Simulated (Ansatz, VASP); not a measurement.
## One calculation of InP, two programs

File INCAR:

```
PREC = Accurate ; ENCUT = 520
EDIFF = 1E-6 ; ISMEAR = 0
SIGMA = 0.05 ; LREAL = False
LASPH = True ; NELM = 80
ALGO = Normal ; ISIF = 2
LWAVE = False ; LCHARG = False
NBANDS = 16
```

Contents of KPOINTS:

```
regular mesh
0
Gamma
  12 12 12
```

POSCAR

```
InP
1.0
    0.0000000000      3.1124699599      2.9293834916
    2.9293834916      0.0000000000      2.9293834916
    2.9293834916      3.1124699599      0.0000000000
In P
1 1
Direct
    0.0000000000      0.0000000000      0.0000000000
    0.7500000000      0.7500000000      0.7500000000
```

Input for Ansatz:

```yaml
crystal:
  lattice:
    - [0.0, 3.1124699599, 2.9293834916]
    - [2.9293834916, 0.0, 2.9293834916]
    - [2.9293834916, 3.1124699599, 0.0]
  atoms:
    - { symbol: In, position: [0.0, 0.0, 0.0] }
    - { symbol: P, position: [0.75, 0.75, 0.75] }
basis:
  ecutwfc: 420
kpoints:
  mp_grid: { grid: [12, 12, 12] }
hamiltonian:
  xc: lda
  pseudopotentials: { kind: paw, azcp: { folder: soft_1 } }
scf:
  occupations: { method: gaussian, width: 0.05 }
output:
  forces: true
  stress: true
  eigenvalues: true
```

Alike in both runs: task single point; functional LDA; k mesh 12 × 12 × 12; occupations gaussian, width 0.05 eV; no spin polarisation.

```csv
,VASP,Ansatz
version,VASP 6.6.1,Ansatz 0.2.0
potentials or method,"VASP PAW LDA potentials, release 64 (In_d, P), cutoff 520 eV","scalar-relativistic, plane waves, PAW"
valence electrons in the cell,18,18
```

|  | VASP | Ansatz | Ansatz less VASP |
| --- | --- | --- | --- |
| gap on the k mesh at the Fermi level (eV) | 0.07 | 0.04 | -0.031 |
| least direct gap on the mesh (eV) | 0.07 | 0.04 | -0.031 |
| pressure (GPa) | -4.6 | -4.6 | 0.00 |
| traceless stress, the component that is largest in VASP (GPa) | -2.02 | -2.02 | +0.002 |

Ansatz warns that its potentials were made for another functional, while VASP's fit it. LDA's correlation is that of Perdew and Zunger in VASP and of Perdew and Wang (1992) in Ansatz.
